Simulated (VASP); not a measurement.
# Ga (Cmce) in VASP: further runs

The runs below take Ga through single point, with LDA.

Program: VASP 6.6.1. These are calculated values, not measurements. Logs are shortened: lines on timing, memory, paths and dates and some standing lists are left out, and cuts for length are marked.

## Step 1: The cell of the first run

Symmetry: Cmce, No. 64, orthorhombic system. The conventional cell has a = 4.376 Å, b = 7.383 Å, c = 4.365 Å, α = 90.00°, β = 90.00°, γ = 90.00°. Ga (site symmetry m) has 7 Ga at 2.42 to 2.70 Å within 3.2 Å.

## Step 2: Single point, LDA (17.63 Å³/atom)

Contents of INCAR:

```
PREC     = Accurate       # precision mode
ENCUT    = 520            # plane-wave cutoff, eV
EDIFF    = 1E-6           # SCF threshold, eV
ISMEAR   = -1             # smearing method
SIGMA    = 0.1            # smearing width, eV
LREAL    = F              # projectors in reciprocal space
LASPH    = T              # aspherical terms in the spheres
NELM     = 60             # most SCF steps
ALGO     = Normal         # electronic algorithm
ISIF     = 2              # what is computed and relaxed
LWAVE    = F              # write WAVECAR
LCHARG   = F              # write CHGCAR
GGA      = CA             # functional
NBANDS   = 34             # bands
```

Contents of KPOINTS:

```
regular mesh
0
Gamma
  11 11 10
```

Contents of POSCAR:

```
Ga
1.0
    2.1879156463     -3.6913411500      0.0000000000
    2.1879156463      3.6913411500      0.0000000000
    0.0000000000      0.0000000000      4.3651586882
Ga
4
Direct
    0.8443628362      0.1556371638      0.0859373136
    0.6556371638      0.3443628362      0.5859373136
    0.1556371638      0.8443628362      0.9140626864
    0.3443628362      0.6556371638      0.4140626864
```

Potentials or basis: VASP PAW LDA potentials, release 64 (Ga_d).

Command:

```console
> cat potpaw_LDA.64/Ga_d/POTCAR > POTCAR
> mpirun -np 1 vasp_std > vasp.out
```

OUTCAR:

```text
PREC = Accurate
   ENCUT = 520
   EDIFF = 1E-6
   ISMEAR = -1
   LREAL = F
   LASPH = T
   NELM = 60
   ISIF = 2
   GGA = CA

 ion  position               nearest neighbor table
   1  0.844  0.156  0.086-   3 2.42   2 2.59   2 2.59   4 2.62   4 2.62   3 2.70   3 2.70
   2  0.656  0.344  0.586-   4 2.42   1 2.59   1 2.59   3 2.62   3 2.62   4 2.70   4 2.70
   3  0.156  0.844  0.914-   1 2.42   4 2.59   4 2.59   2 2.62   2 2.62   1 2.70   1 2.70
   4  0.344  0.656  0.414-   2 2.42   3 2.59   3 2.59   1 2.62   1 2.62   2 2.70   2 2.70

  LATTYP: Found a base centered orthorhombic cell.
 ALAT       =     4.3758312926
 B/A-ratio  =     1.6871496651
 C/A-ratio  =     0.9975610110

  Lattice vectors:

 A1 = (   2.1879156463,  -3.6913411500,   0.0000000000)
 A2 = (   2.1879156463,   3.6913411500,   0.0000000000)
 A3 = (   0.0000000000,   0.0000000000,   4.3651586882)

Analysis of symmetry for initial positions (statically):
=====================================================================
 Subroutine PRICEL returns:
 Original cell was already a primitive cell.

 Routine SETGRP: Setting up the symmetry group for a
 base centered orthorhombic supercell.

 Subroutine GETGRP returns: Found  8 space group operations
 (whereof  4 operations were pure point group operations)
 out of a pool of  8 trial point group operations.

The static configuration has the point symmetry C_2h.
 The point group associated with its full space group is D_2h.

Analysis of symmetry for dynamics (positions and initial velocities):
=====================================================================
 Subroutine PRICEL returns:
 Original cell was already a primitive cell.

 Routine SETGRP: Setting up the symmetry group for a
 base centered orthorhombic supercell.

 Subroutine GETGRP returns: Found  8 space group operations
 (whereof  4 operations were pure point group operations)
 out of a pool of  8 trial point group operations.

The dynamic configuration has the point symmetry C_2h.
 The point group associated with its full space group is D_2h.

 Subroutine INISYM returns: Found  8 space group operations
 (whereof  4 operations are pure point group operations),
 and found     1 'primitive' translations

----------------------------------------------------------------------------------------

                                     Primitive cell

  volume of cell :      70.5090

  direct lattice vectors                    reciprocal lattice vectors
     2.187915646 -3.691341150  0.000000000     0.228528006 -0.135452124  0.000000000
     2.187915646  3.691341150  0.000000000     0.228528006  0.135452124  0.000000000
     0.000000000  0.000000000  4.365158688     0.000000000  0.000000000  0.229086746

  length of vectors
     4.291034183  4.291034183  4.365158688     0.265654527  0.265654527  0.229086746

  position of ions in fractional coordinates (direct lattice)
     0.844362836  0.155637164  0.085937314
     0.655637164  0.344362836  0.585937314
     0.155637164  0.844362836  0.914062686
     0.344362836  0.655637164  0.414062686

  ion indices of the primitive-cell ions
   primitive index   ion index
                 1           1
                 2           2
                 3           3
                 4           4

----------------------------------------------------------------------------------------

 KPOINTS: regular mesh

Automatic generation of k-mesh.
 Grid dimensions read from file:
 generate k-points for:   11   11   10

 Generating k-lattice:

  Cartesian coordinates                     Fractional coordinates (reciprocal lattice)
     0.020775273 -0.012313829  0.000000000     0.090909091 -0.000000000  0.000000000
     0.020775273  0.012313829  0.000000000    -0.000000000  0.090909091  0.000000000
     0.000000000  0.000000000  0.022908675     0.000000000  0.000000000  0.100000000

  Length of vectors
     0.024150412  0.024150412  0.022908675

  Shift w.r.t. Gamma in fractional coordinates (k-lattice)
     0.000000000  0.000000000  0.000000000

 Subroutine IBZKPT returns following result:
 ===========================================

 Found    216 irreducible k-points:

 Following reciprocal coordinates:
            Coordinates               Weight
  0.000000  0.000000  0.000000      1.000000
  0.090909 -0.000000  0.000000      4.000000
  0.181818 -0.000000  0.000000      4.000000
  0.272727 -0.000000  0.000000      4.000000
  0.363636 -0.000000  0.000000      4.000000
  0.454545 -0.000000  0.000000      4.000000
[... 16 lines left out ...]
 -0.272727  0.181818  0.000000      4.000000
 -0.181818  0.181818  0.000000      2.000000
 [... further k-points ...]
   k-points           NKPTS =    216   k-points in BZ     NKDIM =    216   number of bands    NBANDS=     34
   number of dos      NEDOS =    301   number of ions     NIONS =      4
   total plane-waves  NPLWV =  32768
   dimension x,y,z NGX =    32 NGY =   32 NGZ =   32
   dimension x,y,z NGXF=    64 NGYF=   64 NGZF=   64
   ions per type =               4
   NGX,Y,Z   is equivalent  to a cutoff of  12.40, 12.40, 12.19 a.u.
   NGXF,Y,Z  is equivalent  to a cutoff of  24.80, 24.80, 24.37 a.u.
 SYSTEM =  unknown system
   PREC   = accura    normal or accurate (medium, high low for compatibility)
   ISTART =      0    job   : 0-new  1-cont  2-samecut
   ICHARG =      2    charge: 1-file 2-atom 10-const
   ISPIN  =      1    spin polarized calculation?
   LNONCOLLINEAR =      F non collinear calculations
   LSORBIT =      F    spin-orbit coupling
   LASPH  =      T    aspherical Exc in radial PAW
   ENCUT  =  520.0 eV  38.22 Ry    6.18 a.u.   7.98  7.98  8.12*2*pi/ulx,y,z
   NELM   =     60;   NELMIN=  2; NELMDL= -5     # of ELM steps
   EDIFF  = 0.1E-05   stopping-criterion for ELM
   LREAL  =      F    real-space projection
   EDIFFG = 0.1E-04   stopping-criterion for IOM
   NSW    =      0    number of steps for IOM
   IBRION =     -1    ionic relax: 0-MD 1-quasi-New 2-CG
   NFREE  =      0    steps in history (QN), initial steepest desc. (CG)
   ISIF   =      2    stress and relaxation
   ISYM   =      2    0-nonsym 1-usesym 2-fastsym
   POTIM  = 0.5000    time-step for ionic-motion
   TEBEG  =    0.0;   TEEND  =   0.0 temperature during run
   PSTRESS=    0.0 pullay stress
   NELECT =      52.0000    total number of electrons
   NUPDOWN=      -1.0000    fix difference up-down
   EMIN   =  10.00;   EMAX   =-10.00  energy-range for DOS
   EFERMI =   0.00;   METHOD = LEGACY
   ISMEAR =    -1;   SIGMA  =   0.10  broadening in eV -4-tet -1-fermi 0-gaus
   EFERMI_NEDOS =   21; number of points for ismear=-14 and -15
   IALGO  =     38    algorithm
   IMIX   =      4    mixing-type and parameters
     AMIX     =   0.40;   BMIX     =  1.00
     AMIX_MAG =   1.60;   BMIX_MAG =  1.00
  volume/ion in A,a.u.               =      17.63       118.95
  Fermi-wavevector in a.u.,A,eV,Ry     =   1.479089  2.795073 29.765529  2.187705
  Thomas-Fermi vector in A             =   2.593290
   LORBIT       =      0    0 simple, 1 ext, 2 COOP (PROOUT), +10 PAW based schemes
   GGA     = CA    functional components
   LHFCALC =     F    Hartree Fock is set to
   AEXX    =    0.0000 exact exchange contribution
   IVDW    =     0    specifies the selected vdW correction
   LEPSILON=     F    determine dielectric tensor
   LRPA    =     F    only Hartree local field effects (RPA)
 non-spin polarized calculation
  energy-cutoff  :      520.00
  volume of cell :       70.51
 maximum number of plane-waves:      1929
   NGX = 15   NGY = 15   NGZ = 17

 number of electron      51.9999947 magnetization

 Free energy of the ion-electron system (eV)
  ---------------------------------------------------
  ext. energy  EPLUGINS =         0.00000000
  ---------------------------------------------------
  free energy    TOTEN  =       -14.41240454 eV

  energy without entropy =      -14.38748243  energy(sigma->0) =      -14.39994349

 E-fermi :   5.7151     XC(G=0): -11.5105

 val. band max:        5.7026443538   @ k =   0.0909  -0.0000   0.1000
 cond. band min:       5.7235361941   @ k =  -0.3636   0.2727   0.4000
 fundamental gap:      0.0208918404
 Fermi energy:         5.7150885881

 k-point     1 :       0.0000    0.0000    0.0000
  band No.  band energies     occupation
      1      -9.6705      2.00000
      2      -9.6636      2.00000
      3      -9.6244      2.00000
      4      -9.6032      2.00000
      5      -9.5713      2.00000
      6      -9.5467      2.00000
[... 26 lines left out ...]
     33      13.0347      0.00000
     34      13.6470      0.00000

 k-point     2 :       0.0909   -0.0000    0.0000
  band No.  band energies     occupation
      1      -9.6736      2.00000
      2      -9.6590      2.00000
      3      -9.6271      2.00000
      4      -9.6072      2.00000
      5      -9.5626      2.00000
      6      -9.5449      2.00000
[... 26 lines left out ...]
     33      13.1642      0.00000
     34      13.7257      0.00000

 k-point     3 :       0.1818   -0.0000    0.0000
  band No.  band energies     occupation
      1      -9.6776      2.00000
      2      -9.6463      2.00000
      3      -9.6362      2.00000
      4      -9.6162      2.00000
      5      -9.5506      2.00000
      6      -9.5310      2.00000
[... 26 lines left out ...]
     33      12.5284      0.00000
     34      13.4949      0.00000

 k-point     4 :       0.2727   -0.0000    0.0000
  band No.  band energies     occupation
      1      -9.6771      2.00000
      2      -9.6459      2.00000
      3      -9.6356      2.00000
      4      -9.6181      2.00000
      5      -9.5528      2.00000
      6      -9.5292      2.00000
[... 26 lines left out ...]
     33      12.1461      0.00000
     34      13.4627      0.00000

 k-point     5 :       0.3636   -0.0000    0.0000
  band No.  band energies     occupation
      1      -9.6742      2.00000
      2      -9.6447      2.00000
      3      -9.6435      2.00000
      4      -9.6006      2.00000
      5      -9.5666      2.00000
      6      -9.5604      2.00000
[... 621 lines left out ...]
 k-point    22 :      -0.3636    0.1818    0.0000
  band No.  band energies     occupation
      1      -9.6898      2.00000
      2      -9.6859      2.00000
      3      -9.6028      2.00000
      4      -9.5987      2.00000
      5      -9.5944      2.00000
      6      -9.5408      2.00000
[... 26 lines left out ...]
     33      12.6879      0.00000
     34      14.2038      0.00000

 k-point    23 :      -0.2727    0.1818    0.0000
  band No.  band energies     occupation
      1      -9.6883      2.00000
      2      -9.6730      2.00000
      3      -9.6136      2.00000
      4      -9.6033      2.00000
      5      -9.5827      2.00000
      6      -9.5563      2.00000
[... 26 lines left out ...]
     33      11.6897      0.00000
     34      12.9797      0.00000

 k-point    24 :      -0.1818    0.1818    0.0000
  band No.  band energies     occupation
      1      -9.6851      2.00000
      2      -9.6614      2.00000
      3      -9.6239      2.00000
      4      -9.6041      2.00000
      5      -9.5731      2.00000
      6      -9.5605      2.00000
[... 26 lines left out ...]
     33      11.6203      0.00000
     34      12.3343      0.00000

 [... further k-points ...]

------------------------ aborting loop because EDIFF is reached ----------------------------------------

  FORCE on cell =-STRESS in cart. coord.  units (eV):
  Direction    XX          YY          ZZ          XY          YZ          ZX
  --------------------------------------------------------------------------------------
  -------------------------------------------------------------------------------------
  Total        1.3663554      1.5790986      1.4557941      0.0000000     -0.0000000      0.0000000
  in kB       31.0477028     35.8818684     33.0800196      0.0000000     -0.0000000      0.0000000
  external PRESSURE =      33.3365303 kB  Pullay stress =       0.0000000 kB

 VOLUME and BASIS-vectors are now :
 -----------------------------------------------------------------------------
  energy-cutoff  :      520.00
  volume of cell :       70.51
      direct lattice vectors                 reciprocal lattice vectors
     2.187915646 -3.691341150  0.000000000     0.228528006 -0.135452124  0.000000000
     2.187915646  3.691341150  0.000000000     0.228528006  0.135452124  0.000000000
     0.000000000  0.000000000  4.365158688     0.000000000  0.000000000  0.229086746

 POSITION                                       TOTAL-FORCE (eV/Angst)
 -----------------------------------------------------------------------------------
      2.18792     -2.54232      0.37513         0.000000      0.012449     -0.000830
      2.18792     -1.14902      2.55771         0.000000     -0.012449     -0.000830
      2.18792      2.54232      3.99003         0.000000     -0.012449      0.000830
      2.18792      1.14902      1.80745         0.000000      0.012449      0.000830
 -----------------------------------------------------------------------------------
    total drift:                                0.000000      0.000000      0.000000

  FREE ENERGIE OF THE ION-ELECTRON SYSTEM (eV)
  ---------------------------------------------------
  free  energy   TOTEN  =       -14.4124045441 eV

  energy  without entropy=      -14.3874824287  energy(sigma->0) =      -14.39994349
```

Wall time 4.4 min (1 thread of Intel Xeon Platinum 8259CL at 2.50GHz (Skylake/Cascade Lake), shared host); peak memory 0.42 GiB.

Results:

```
Free energy            : -14.4124 eV
Pressure               : 3.3 GPa
Largest force          : 0.012 eV/Å
Band gap on the k mesh : zero (bands 26 and 27 overlap by 1.42 eV)
```

Forces on the atoms (eV/Å):
```
Ga   0.000  0.012 -0.001
Ga   0.000 -0.012 -0.001
Ga   0.000 -0.012  0.001
Ga   0.000  0.012  0.001
```

Levels at points of the mesh, in eV from the Fermi level:
| k point | band 22 | band 23 | band 24 | band 25 | band 26 | band 27 | band 28 | band 29 | band 30 | band 31 |
| --- | --- | --- | --- | --- | --- | --- | --- | --- | --- | --- |
| (0.00, 0.00, 0.00) | -4.23 | -3.93 | -1.93 | -1.58 | -0.79 | 0.91 | 1.02 | 1.24 | 5.63 | 5.85 |
| (0.00, 0.00, 0.50) | -9.78 | -0.06 | -0.06 | 0.12 | 0.12 | 0.20 | 0.20 | 2.29 | 2.29 | 4.09 |

Caveat: the cell stands under pressure.

## Step 3: Single point, LDA

This run uses another cell than the first one, of 18.36 Å³/atom.

Contents of INCAR:

```
SYSTEM = Ga
PREC = Accurate
ENCUT = 520
EDIFF = 1E-6
ISMEAR = 1
SIGMA = 0.2
LREAL = .False.
LASPH = .True.
NELM = 80
ALGO = Normal
ISIF = 2
LWAVE = .False.
LCHARG = .True.
LELF = .True.
LVHAR = .True.
NBANDS = 34
```

Contents of KPOINTS:

```
Automatic mesh
0
Gamma
  8 8 7
  0 0 0
```

Contents of POSCAR:

```
Ga
1.0
    2.2178908173     -3.7419137528      0.0000000000
    2.2178908173      3.7419137528      0.0000000000
    0.0000000000      0.0000000000      4.4249628129
Ga
4
Direct
    0.8443628362      0.1556371638      0.0859373133
    0.6556371638      0.3443628362      0.5859373133
    0.1556371638      0.8443628362      0.9140626867
    0.3443628362      0.6556371638      0.4140626867
```

Potentials or basis: VASP PAW LDA potentials, release 64 (Ga_d).

Command:

```console
> cat potpaw_LDA.64/Ga_d/POTCAR > POTCAR
> mpirun -np 1 vasp_std > vasp.out
```

Wall time 3.1 min (1 thread of Intel Xeon 8259CL, shared host); peak memory 0.26 GiB.

Results (log left out):

```
Free energy            : -14.4222 eV
Pressure               : 0.1 GPa
Largest force          : 0.013 eV/Å
Band gap on the k mesh : zero (bands 26 and 27 overlap by 1.05 eV)
```

Forces in eV/Å, atoms in the order of the input:
```
Ga   0.000 -0.013 -0.001
Ga   0.000  0.013 -0.001
Ga   0.000  0.013  0.001
Ga   0.000 -0.013  0.001
```

Stress tensor (GPa, compression positive):
```
-0.03  0.00  0.00
 0.00  0.17  0.00
 0.00  0.00  0.21
```

Levels at points of the mesh, in eV from the Fermi level:
```csv
k point,band 23,band 24,band 25,band 26,band 27,band 28,band 29,band 30
"(0.00, 0.00, 0.00)",-3.90,-1.89,-1.74,-0.79,0.87,0.99,1.10,5.34
"(0.50, 0.00, 0.00)",-3.52,-3.52,-1.48,-1.48,0.80,0.80,4.34,4.34
"(0.50, 0.50, 0.00)",-4.21,-3.55,-1.70,-1.61,1.09,1.20,3.52,3.95
```

## Step 4: Single point, LDA

This run uses another cell than the first one, of 18.36 Å³/atom.

Contents of INCAR:

```
PREC = Accurate ; ENCUT = 520
EDIFF = 1E-6 ; ISMEAR = 1
SIGMA = 0.3 ; LREAL = F
LASPH = T ; NELM = 80
ALGO = Normal ; ISIF = 2
LWAVE = F ; LCHARG = F
NBANDS = 34
```

Contents of KPOINTS:

```
Automatic mesh
0
Gamma
  8 8 7
```

POSCAR is that of step 3.

Command:

```console
> cat potpaw_LDA.64/Ga_d/POTCAR > POTCAR
> mpirun -np 1 vasp_std > vasp.out
```

Wall time 3.3 min (1 thread of Intel Xeon 8259CL, shared host); peak memory 0.26 GiB.

Results (log left out):

| Quantity | Value |
| --- | --- |
| Free energy | -14.4223 eV |
| Pressure | 0.2 GPa |
| Largest force | 0.013 eV/Å |
| Band gap on the k mesh | zero (bands 26 and 27 overlap by 1.05 eV) |

Forces on the atoms (eV/Å):
```
Ga   0.000 -0.013 -0.004
Ga   0.000  0.013 -0.004
Ga   0.000  0.013  0.004
Ga   0.000 -0.013  0.004
```

Stress tensor (GPa, compression positive):
```
0.03 0.00 0.00
0.00 0.24 0.00
0.00 0.00 0.20
```

Levels at points of the mesh, in eV from the Fermi level:
```
           k point  band 22  band 23  band 24  band 25  band 26  band 27  band 28  band 29  band 30  band 31
(0.00, 0.00, 0.00)    -4.27    -3.89    -1.88    -1.73    -0.78     0.88     0.99     1.11     5.35     5.65
(0.50, 0.00, 0.00)    -8.95    -3.52    -3.52    -1.47    -1.47     0.81     0.81     4.35     4.35     5.56
(0.50, 0.50, 0.00)    -7.55    -4.20    -3.54    -1.69    -1.60     1.10     1.20     3.53     3.96     4.32
```

Caveat: so wide a smearing shifts energies and pressures.

## Step 5: Summary

```tsv
cell	k mesh	smearing	gap on the mesh (eV)	pressure (GPa)	largest force (eV/Å)
a = 4.291, b = 4.291, c = 4.365 Å, angles 90.0, 90.0, 118.7°, 4 atoms	11 × 11 × 10	fermi-dirac 0.1 eV	none	3.3	0.01
a = 4.350, b = 4.350, c = 4.425 Å, angles 90.0, 90.0, 118.7°, 4 atoms	8 × 8 × 7	methfessel-paxton 0.2 eV	none	0.1	0.01
a = 4.350, b = 4.350, c = 4.425 Å, angles 90.0, 90.0, 118.7°, 4 atoms	8 × 8 × 7	methfessel-paxton 0.3 eV	none	0.2	0.01
```

Alike in all rows: task single point; level LDA; potentials or basis VASP PAW LDA potentials, release 64 (Ga_d); no spin polarisation; cutoff (eV) 520.

Caveats: the cell stands under pressure (at least some runs); so wide a smearing shifts energies and pressures (at least some runs).

Absolute energies hang on the potentials; compare differences alone.
